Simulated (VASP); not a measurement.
# Pd in VASP: further runs

The runs below take Pd through relaxation of cell and atoms, single point, with RPBE+D3(BJ), revPBE+D4, PBEsol, PBE, r2SCAN.

Program: VASP 6.6.1. These are calculated values, not measurements. Logs are shortened: lines on timing, memory, paths and dates and some standing lists are left out, and cuts for length are marked.

### Step 1. The cell of the first run

The structure is cubic, space group Fm-3m (No. 225). The conventional cell has a = 3.893 Å, b = 3.893 Å, c = 3.893 Å, α = 90.00°, β = 90.00°, γ = 90.00°. Within 3.6 Å of Pd (site symmetry m-3m) lie 12 Pd at 2.75 Å.

### Step 2. Relaxation of cell and atoms, RPBE+D3(BJ)

File INCAR:

```
PREC = Accurate
ENCUT = 600
EDIFF = 1E-6
ISMEAR = -1
SIGMA = 0.05
LREAL = F
LASPH = T
NELM = 100
ALGO = Normal
ISIF = 3
LWAVE = F
LCHARG = F
GGA = RP
IVDW = 12
IBRION = 2
NSW = 60
EDIFFG = -0.01
```

File KPOINTS:

```
Automatic mesh
0
Gamma
  12 12 12
```

File POSCAR:

```
Pd
1.0
    0.0000000000      1.9465000000      1.9465000000
    1.9465000000      0.0000000000      1.9465000000
    1.9465000000      1.9465000000      0.0000000000
Pd
1
Direct
    0.0000000000      0.0000000000      0.0000000000
```

Potentials or basis: VASP PAW PBE potentials, release 64 (Pd).

On the command line:

```
> cat potpaw_PBE.64/Pd/POTCAR > POTCAR
> mpirun -np 1 vasp_std > vasp.out
```

OUTCAR:

```text
PREC = Accurate
   ENCUT = 600
   EDIFF = 1E-6
   ISMEAR = -1
   LREAL = F
   LASPH = T
   NELM = 100
   ISIF = 3
   GGA = RP
   IVDW = 12
   IBRION = 2
   NSW = 60
   EDIFFG = -0.01
 IVDW          = 12

 ion  position               nearest neighbor table
   1  0.000  0.000  0.000-

  LATTYP: Found a face centered cubic cell.
 ALAT       =     3.8930000000

  Lattice vectors:

 A1 = (   0.0000000000,   1.9465000000,   1.9465000000)
 A2 = (   1.9465000000,   0.0000000000,   1.9465000000)
 A3 = (   1.9465000000,   1.9465000000,   0.0000000000)

Analysis of symmetry for initial positions (statically):
=====================================================================
 Subroutine PRICEL returns:
 Original cell was already a primitive cell.

 Routine SETGRP: Setting up the symmetry group for a
 face centered cubic supercell.

 Subroutine GETGRP returns: Found 48 space group operations
 (whereof 48 operations were pure point group operations)
 out of a pool of 48 trial point group operations.

The static configuration has the point symmetry O_h .

Analysis of symmetry for dynamics (positions and initial velocities):
=====================================================================
 Subroutine PRICEL returns:
 Original cell was already a primitive cell.

 Routine SETGRP: Setting up the symmetry group for a
 face centered cubic supercell.

 Subroutine GETGRP returns: Found 48 space group operations
 (whereof 48 operations were pure point group operations)
 out of a pool of 48 trial point group operations.

The dynamic configuration has the point symmetry O_h .

 Subroutine INISYM returns: Found 48 space group operations
 (whereof 48 operations are pure point group operations),
 and found     1 'primitive' translations

----------------------------------------------------------------------------------------

                                     Primitive cell

  volume of cell :      14.7500

  direct lattice vectors                    reciprocal lattice vectors
     0.000000000  1.946500000  1.946500000    -0.256871307  0.256871307  0.256871307
     1.946500000  0.000000000  1.946500000     0.256871307 -0.256871307  0.256871307
     1.946500000  1.946500000  0.000000000     0.256871307  0.256871307 -0.256871307

  length of vectors
     2.752766699  2.752766699  2.752766699     0.444914156  0.444914156  0.444914156

  position of ions in fractional coordinates (direct lattice)
     0.000000000  0.000000000  0.000000000

  ion indices of the primitive-cell ions
   primitive index   ion index
                 1           1

----------------------------------------------------------------------------------------

 KPOINTS: Automatic mesh

Automatic generation of k-mesh.
 Grid dimensions read from file:
 generate k-points for:   12   12   12

 Generating k-lattice:

  Cartesian coordinates                     Fractional coordinates (reciprocal lattice)
    -0.021405942  0.021405942  0.021405942     0.083333333  0.000000000  0.000000000
     0.021405942 -0.021405942  0.021405942     0.000000000  0.083333333  0.000000000
     0.021405942  0.021405942 -0.021405942     0.000000000  0.000000000  0.083333333

  Length of vectors
     0.037076180  0.037076180  0.037076180

  Shift w.r.t. Gamma in fractional coordinates (k-lattice)
     0.000000000  0.000000000  0.000000000

 Subroutine IBZKPT returns following result:
 ===========================================

 Found     72 irreducible k-points:

 Following reciprocal coordinates:
            Coordinates               Weight
  0.000000  0.000000  0.000000      1.000000
  0.083333  0.000000  0.000000      8.000000
  0.166667  0.000000  0.000000      8.000000
  0.250000  0.000000  0.000000      8.000000
  0.333333  0.000000  0.000000      8.000000
  0.416667  0.000000  0.000000      8.000000
[... 16 lines left out ...]
  0.500000  0.166667  0.000000     24.000000
 -0.416667  0.166667  0.000000     24.000000
 [... further k-points ...]
   k-points           NKPTS =     72   k-points in BZ     NKDIM =     72   number of bands    NBANDS=      9
   number of dos      NEDOS =    301   number of ions     NIONS =      1
   total plane-waves  NPLWV =  13824
   dimension x,y,z NGX =    24 NGY =   24 NGZ =   24
   dimension x,y,z NGXF=    48 NGYF=   48 NGZF=   48
   ions per type =               1
   NGX,Y,Z   is equivalent  to a cutoff of  14.49, 14.49, 14.49 a.u.
   NGXF,Y,Z  is equivalent  to a cutoff of  28.99, 28.99, 28.99 a.u.
 SYSTEM =  unknown system
   PREC   = accura    normal or accurate (medium, high low for compatibility)
   ISTART =      0    job   : 0-new  1-cont  2-samecut
   ICHARG =      2    charge: 1-file 2-atom 10-const
   ISPIN  =      1    spin polarized calculation?
   LNONCOLLINEAR =      F non collinear calculations
   LSORBIT =      F    spin-orbit coupling
   LASPH  =      T    aspherical Exc in radial PAW
   ENCUT  =  600.0 eV  44.10 Ry    6.64 a.u.   5.50  5.50  5.50*2*pi/ulx,y,z
[... 10 lines left out ...]
   TEBEG  =    0.0;   TEEND  =   0.0 temperature during run
   PSTRESS=    0.0 pullay stress
   NELECT =      10.0000    total number of electrons
   NUPDOWN=      -1.0000    fix difference up-down
   EMIN   =  10.00;   EMAX   =-10.00  energy-range for DOS
   EFERMI =   0.00;   METHOD = LEGACY
   ISMEAR =    -1;   SIGMA  =   0.05  broadening in eV -4-tet -1-fermi 0-gaus
   EFERMI_NEDOS =   21; number of points for ismear=-14 and -15
   IALGO  =     38    algorithm
   IMIX   =      4    mixing-type and parameters
     AMIX     =   0.40;   BMIX     =  1.00
     AMIX_MAG =   1.60;   BMIX_MAG =  1.00
  volume/ion in A,a.u.               =      14.75        99.54
  Fermi-wavevector in a.u.,A,eV,Ry     =   1.438171  2.717748 28.141404  2.068335
  Thomas-Fermi vector in A             =   2.557167
   LORBIT       =      0    0 simple, 1 ext, 2 COOP (PROOUT), +10 PAW based schemes
   GGA     = RP    functional components
   LHFCALC =     F    Hartree Fock is set to
   AEXX    =    0.0000 exact exchange contribution
   IVDW    =    12    specifies the selected vdW correction
   LEPSILON=     F    determine dielectric tensor
   LRPA    =     F    only Hartree local field effects (RPA)
 conjugate gradient relaxation of ions
 non-spin polarized calculation
  energy-cutoff  :      600.00
  volume of cell :       14.75
 maximum number of plane-waves:       531
 NGX is ok and might be reduce to    24
   NGX = 11   NGY = 11   NGZ = 11

--------------------------------------- Ionic step        1  -------------------------------------------

 number of electron      10.0000000 magnetization

 number of electron       9.9999999 magnetization

 Free energy of the ion-electron system (eV)
  ---------------------------------------------------
  ext. energy  EPLUGINS =         0.00000000
  ---------------------------------------------------
  free energy    TOTEN  =        -4.60723360 eV

  energy without entropy =       -4.58765414  energy(sigma->0) =       -4.59744387

 E-fermi :   9.8532     XC(G=0): -13.0824

 val. band max:        9.8495332046   @ k =  -0.4167   0.4167   0.1667
 cond. band min:       9.8554288659   @ k =  -0.3333   0.4167   0.0833
 fundamental gap:      0.0058956613
 Fermi energy:         9.8532395296

 k-point     1 :       0.0000    0.0000    0.0000
  band No.  band energies     occupation
      1       2.7921      2.00000
      2       7.0447      2.00000
      3       7.0447      2.00000
      4       7.0447      2.00000
      5       8.6460      2.00000
      6       8.6460      2.00000
      7      27.0765      0.00000
      8      31.8844      0.00000
      9      31.8844      0.00000

 k-point     2 :       0.0833    0.0000    0.0000
  band No.  band energies     occupation
      1       3.0422      2.00000
      2       6.9593      2.00000
      3       7.1293      2.00000
      4       7.1293      2.00000
      5       8.6074      2.00000
      6       8.6074      2.00000
      7      27.3273      0.00000
      8      30.3839      0.00000
      9      32.1709      0.00000
[... 407 lines left out ...]
 POSITION                                       TOTAL-FORCE (eV/Angst)
 -----------------------------------------------------------------------------------
      1.86525      3.73049      1.86525         0.000000     -0.000000      0.000000
 -----------------------------------------------------------------------------------
    total drift:                               -0.000000     -0.000000      0.000000

  FREE ENERGIE OF THE ION-ELECTRON SYSTEM (eV)
  ---------------------------------------------------
  free  energy   TOTEN  =        -8.2851295488 eV

  energy  without entropy=       -8.2686505398  energy(sigma->0) =       -8.27689004

--------------------------------------- Ionic step        5  -------------------------------------------

 number of electron      10.0000000 magnetization

 Free energy of the ion-electron system (eV)
  ---------------------------------------------------
  ext. energy  EPLUGINS =         0.00000000
  ---------------------------------------------------
  free energy    TOTEN  =        -4.27843836 eV

  energy without entropy =       -4.26208472  energy(sigma->0) =       -4.27026154

 E-fermi :  12.2864     XC(G=0): -13.9508

 val. band max:       12.2843084915   @ k =  -0.4167   0.3333   0.0833
 cond. band min:      12.2876058109   @ k =  -0.4167   0.4167   0.1667
 fundamental gap:      0.0032973194
 Fermi energy:        12.2864306871

 k-point     1 :       0.0000    0.0000    0.0000
  band No.  band energies     occupation
      1       4.1350      2.00000
      2       8.7967      2.00000
      3       8.7967      2.00000
      4       8.7967      2.00000
      5      10.7907      2.00000
      6      10.7907      2.00000
      7      29.4704      0.00000
      8      35.0589      0.00000
      9      35.0589      0.00000

 k-point     2 :       0.0833    0.0000    0.0000
  band No.  band energies     occupation
      1       4.4169      2.00000
      2       8.6872      2.00000
      3       8.8999      2.00000
      4       8.8999      2.00000
      5      10.7389      2.00000
      6      10.7389      2.00000
      7      29.8341      0.00000
      8      33.5412      0.00000
      9      35.4454      0.00000
[... 290 lines left out ...]
 POSITION                                       TOTAL-FORCE (eV/Angst)
 -----------------------------------------------------------------------------------
      0.00000      0.00000      0.00000         0.000000     -0.000000     -0.000000
 -----------------------------------------------------------------------------------
    total drift:                               -0.000000     -0.000000     -0.000000

  FREE ENERGIE OF THE ION-ELECTRON SYSTEM (eV)
  ---------------------------------------------------
  free  energy   TOTEN  =        -8.2855232090 eV

  energy  without entropy=       -8.2691695661  energy(sigma->0) =       -8.27734639

 reached required accuracy - stopping structural energy minimisation
```

Wall time 61 s (1 thread of Intel Xeon 8259CL, shared host); peak memory 0.17 GiB.

What came out:

| Item | Value |
| --- | --- |
| Free energy | -8.2855 eV |
| Relaxed volume | 12.90 Å³/atom |
| Relaxed cell | a = 2.633 Å, b = 2.633 Å, c = 2.633 Å, α = 60.00°, β = 60.00°, γ = 60.00° |
| Space group after relaxing (to 0.1 Å) | Fm-3m (No. 225) |
| Pressure after relaxing | 0.1 GPa |
| Band gap on the k mesh | zero (bands 5 and 6 overlap by 1.99 eV) |
| Dispersion energy per atom | -4.007 eV |

Final structure:
```yaml
crystal:
  lattice:
    - [0.00000, 1.86160, 1.86160]
    - [1.86160, 0.00000, 1.86160]
    - [1.86160, 1.86160, 0.00000]
  atoms:
    - { symbol: Pd, position: [0.00000, 0.00000, 0.00000] }
```

Levels at points of the mesh, in eV from the Fermi level:
| k point | band 3 | band 4 | band 5 | band 6 | band 7 | band 8 |
| --- | --- | --- | --- | --- | --- | --- |
| (0.00, 0.00, 0.00) | -3.49 | -3.49 | -1.50 | -1.50 | 17.18 | 22.77 |
| (0.50, 0.00, 0.00) | -3.56 | 0.00 | 0.00 | 0.79 | 8.56 | 16.59 |
| (0.50, 0.50, 0.00) | -0.03 | 0.40 | 0.40 | 3.43 | 12.33 | 14.03 |

Caveat: the PAW data sets were made with another functional, which shifts forces and pressure a little.

### Step 3. Relaxation of cell and atoms, revPBE+D4

File INCAR:

```
PREC     = Accurate       # precision mode
ENCUT    = 600            # plane-wave cutoff, eV
EDIFF    = 1E-6           # SCF threshold, eV
ISMEAR   = -1             # smearing method
SIGMA    = 0.05           # smearing width, eV
LREAL    = False          # projectors in reciprocal space
LASPH    = True           # aspherical terms in the spheres
NELM     = 100            # most SCF steps
ALGO     = Normal         # electronic algorithm
ISIF     = 3              # what is computed and relaxed
LWAVE    = False          # write WAVECAR
LCHARG   = False          # write CHGCAR
GGA      = RE             # functional
IVDW     = 13             # dispersion correction
IBRION   = 2              # ionic algorithm
NSW      = 60             # ionic steps
EDIFFG   = -0.01          # ionic threshold
```

File KPOINTS:

```
regular mesh
0
Gamma
  12 12 12
```

POSCAR is that of step 2.

Potentials or basis: VASP PAW PBE potentials, release 64 (Pd).

On the command line:

```
> cat potpaw_PBE.64/Pd/POTCAR > POTCAR
> mpirun -np 1 vasp_std > vasp.out
```

Wall time 36 s (1 thread of Intel Xeon 8259CL, shared host); peak memory 0.15 GiB.

The run converged. Its results:

```yaml
Free_energy: -5.5594 eV
Relaxed_volume: 14.85 Å³/atom
Relaxed_cell: a = 2.759 Å, b = 2.759 Å, c = 2.759 Å, α = 60.00°, β = 60.00°, γ = 60.00°
Space_group_after_relaxing_to_0.1_Å: Fm-3m (No. 225)
Energy_gained_by_relaxing: 0.4 meV/atom
Ionic_steps: 3
Pressure_after_relaxing: 0.0 GPa
Band_gap_on_the_k_mesh: zero (bands 5 and 6 overlap by 1.56 eV)
Dispersion_energy_per_atom: -0.821 eV
```

Step by step:
```csv
step,energy change (eV),largest force (eV/Å),pressure (GPa),volume (Å³)
1,0.0000,0.0000,1.25,14.75
2,0.0005,0.0000,-1.77,15.00
3,-0.0004,0.0000,-0.01,14.85
```

Final structure:
```
Pd
1.0
     0.00000    1.95076    1.95076
     1.95076    0.00000    1.95076
     1.95076    1.95076    0.00000
Pd
1
Direct
  0.00000 0.00000 0.00000
```

Levels at points of the mesh, in eV from the Fermi level:
| k point | band 2 | band 3 | band 4 | band 5 | band 6 | band 7 | band 8 | band 9 |
| --- | --- | --- | --- | --- | --- | --- | --- | --- |
| (0.00, 0.00, 0.00) | -2.78 | -2.78 | -2.78 | -1.19 | -1.19 | 17.22 | 21.98 | 21.98 |
| (0.50, 0.00, 0.00) | -2.83 | -2.83 | -0.01 | -0.01 | 1.09 | 7.32 | 16.58 | 21.12 |
| (0.50, 0.50, 0.00) | -5.02 | -0.04 | 0.30 | 0.30 | 3.41 | 10.76 | 13.24 | 13.24 |

Caveat: the PAW data sets were made with another functional, which shifts forces and pressure a little. Zero-point motion and thermal expansion aren't in these numbers.

### Step 4. Single point, PBEsol (the cell strained at random)

File INCAR:

```
PREC = Accurate ; ENCUT = 520
EDIFF = 1E-7 ; ISMEAR = -1
SIGMA = 0.05 ; LREAL = False
LASPH = True ; NELM = 100
ALGO = Fast ; ISIF = 2
LWAVE = False ; LCHARG = True
GGA = PS ; LELF = True
LVHAR = True ; NBANDS = 11
```

KPOINTS is that of step 3.

File POSCAR:

```
Pd
1.0
   -0.0111260000      1.9552170000      1.9418620000
    1.9710740000      0.0063410000      1.9243950000
    1.9644410000      1.9311180000      0.0129730000
Pd
1
Direct
    0.0238370000     -0.0169870000     -0.0029670000
```

On the command line:

```
> cat potpaw_PBE.64/Pd/POTCAR > POTCAR
> mpirun -np 1 vasp_std > vasp.out
```

Wall time 2.6 min (1 thread of Intel Xeon 8259CL, shared host); peak memory 0.25 GiB.

It converged, with:

- Free energy: -5.9710 eV
- Pressure: -3.1 GPa
- Band gap on the k mesh: zero (bands 5 and 6 overlap by 1.62 eV)

Stress tensor (GPa, compression positive):
```
-4.02  0.60  0.19
 0.60 -2.88 -1.32
 0.19 -1.32 -2.55
```

Levels at points of the mesh, in eV from the Fermi level:
```csv
k point,band 2,band 3,band 4,band 5,band 6,band 7,band 8,band 9
"(0.00, 0.00, 0.00)",-2.99,-2.84,-2.69,-1.31,-1.10,17.16,21.54,21.89
"(0.50, 0.00, 0.00)",-3.01,-2.73,-0.05,0.01,0.84,7.09,16.61,20.99
"(0.00, 0.50, 0.00)",-2.89,-2.86,-0.08,0.08,1.00,7.36,16.48,20.90
"(0.50, 0.50, 0.00)",-5.11,-0.03,0.25,0.37,3.49,11.02,12.78,13.13
"(0.00, 0.00, 0.50)",-2.96,-2.81,-0.05,0.08,1.06,7.46,16.41,20.69
"(0.50, 0.00, 0.50)",-5.11,-0.03,0.23,0.39,3.35,10.83,13.00,13.17
"(0.00, 0.50, 0.50)",-5.12,-0.02,0.28,0.33,3.02,10.37,13.10,13.71
"(0.50, 0.50, 0.50)",-3.07,-2.68,0.00,0.00,0.93,7.26,16.50,20.73
```

Caveat: the cell differs from its parent crystal (the cell strained at random); the cell stands under tension; the PAW data sets were made with another functional, which shifts forces and pressure a little.

### Step 5. Single point, PBE, non-collinear spin, zero start, spin-orbit coupling

File INCAR:

```
SYSTEM = Pd
PREC = Accurate
ENCUT = 520
EDIFF = 1E-6
ISMEAR = -1
SIGMA = 0.05
LREAL = .False.
LASPH = .True.
NELM = 150
ALGO = Fast
ISIF = 2
LWAVE = .False.
LCHARG = .False.
MAGMOM = 0 0 0
LORBIT = 11
LSORBIT = .True.
GGA_COMPAT = .False.
LORBMOM = .True.
LMAXMIX = 4
GGA = PE
NBANDS = 21
```

File KPOINTS:

```
regular mesh
0
Gamma
  12 12 12
  0 0 0
```

File POSCAR:

```
Pd
1.0
    0.0000000000      1.9465000000      1.9465000000
    1.9465000000      0.0000000000      1.9465000000
    1.9465000000      1.9465000000      0.0000000000
Pd
1
Direct
    0.0000000000      0.0000000000      0.0000000000
```

On the command line:

```
> cat potpaw_PBE.64/Pd/POTCAR > POTCAR
> mpirun -np 1 vasp_ncl > vasp.out
```

It took 58 s on 1 thread of Intel Xeon 8259CL, shared host; peak memory 0.18 GiB.

Results (log left out):

| Quantity | Value |
| --- | --- |
| Free energy | -5.2619 eV |
| Pressure | 6.7 GPa |
| Net moment | 0.00 μB per cell |
| Valence electrons inside the program's atomic spheres | Pd 9.44 |

Moments on the atoms (μB; x, y, z):
```
Pd  0.00 0.00 0.00
```

Caveat: the cell stands under pressure.

### Step 6. Single point, r2SCAN, non-collinear spin, zero start, spin-orbit coupling

POSCAR is that of step 5.

File INCAR.step1:

```
ALGO = Normal ; EDIFF = 1E-4
ENCUT = 520 ; GGA = PE
GGA_COMPAT = False ; ISMEAR = -1
LASPH = True ; LCHARG = False
LMAXMIX = 4 ; LNONCOLLINEAR = True
LREAL = False ; LSORBIT = True
LWAVE = True ; MAGMOM = 0 0 0
NBANDS = 21 ; NELM = 150
PREC = Accurate ; SIGMA = 0.05
```

File INCAR.step2:

```
ALGO = Normal ; EDIFF = 1E-6
ENCUT = 520 ; GGA_COMPAT = False
ISIF = 2 ; ISMEAR = -1
ISTART = 1 ; LASPH = True
LCHARG = False ; LMAXMIX = 4
LMIXTAU = True ; LNONCOLLINEAR = True
LORBIT = 11 ; LORBMOM = True
LREAL = False ; LSORBIT = True
LWAVE = False ; MAGMOM = 0 0 0
METAGGA = R2SCAN ; NBANDS = 21
NELM = 150 ; PREC = Accurate
SIGMA = 0.05
```

File KPOINTS:

```
k-points
0
Gamma
  12 12 12
```

Potentials or basis: VASP PAW PBE potentials, release 64 (Pd).

On the command line:

```
> cat potpaw_PBE.64/Pd/POTCAR > POTCAR
> cp INCAR.step1 INCAR
> mpirun -np 1 vasp_ncl > vasp.out
> cp INCAR.step2 INCAR
> mpirun -np 1 vasp_ncl > vasp.out
```

Run time: 4.7 min. Hardware: 1 thread of Intel Xeon 8259CL, shared host; peak memory 0.2 GiB.

It converged, with:

```yaml
Free_energy: -22.9968 eV
Pressure: 2.9 GPa
Net_moment: 0.00 μB per cell
Valence_electrons_inside_the_program's_atomic_spheres: Pd 9.48
```

Moments on the atoms (μB; x, y, z):
```
Pd  0.00 0.00 0.00
```

Caveat: the PAW data sets were made with another functional, which shifts forces and pressure a little.

### Step 7. Summary

```tsv
task	level	spin	cell	cutoff (eV)	gap on the mesh (eV)	pressure (GPa)	moment (μB)	relaxed volume (Å³/atom)
relaxation of cell and atoms	RPBE+D3(BJ)	off	relaxed from a = 2.753 Å, angles 60.0°, 1 atom	600	none	0.1	-	12.90
relaxation of cell and atoms	revPBE+D4	off	relaxed from a = 2.753 Å, angles 60.0°, 1 atom	600	none	0.0	-	14.85
single point	PBEsol	off	a = 2.756, b = 2.755, c = 2.755 Å, angles 59.0, 60.1, 60.6°, 1 atom	520	none	-3.1	-	-
single point	PBE	non-collinear, zero start, SOC	a = 2.753 Å, angles 60.0°, 1 atom	520	-	6.7	0.00	-
single point	r2SCAN	non-collinear, zero start, SOC	a = 2.753 Å, angles 60.0°, 1 atom	520	-	2.9	0.00	-
```

Alike in all rows: potentials or basis VASP PAW PBE potentials, release 64 (Pd); k mesh 12 × 12 × 12; smearing fermi-dirac 0.05 eV.

Caveats: the PAW data sets were made with another functional, which shifts forces and pressure a little (at least some runs); the cell stands under tension (at least some runs); the cell stands under pressure (at least some runs).

Absolute energies hang on the potentials; compare differences alone.
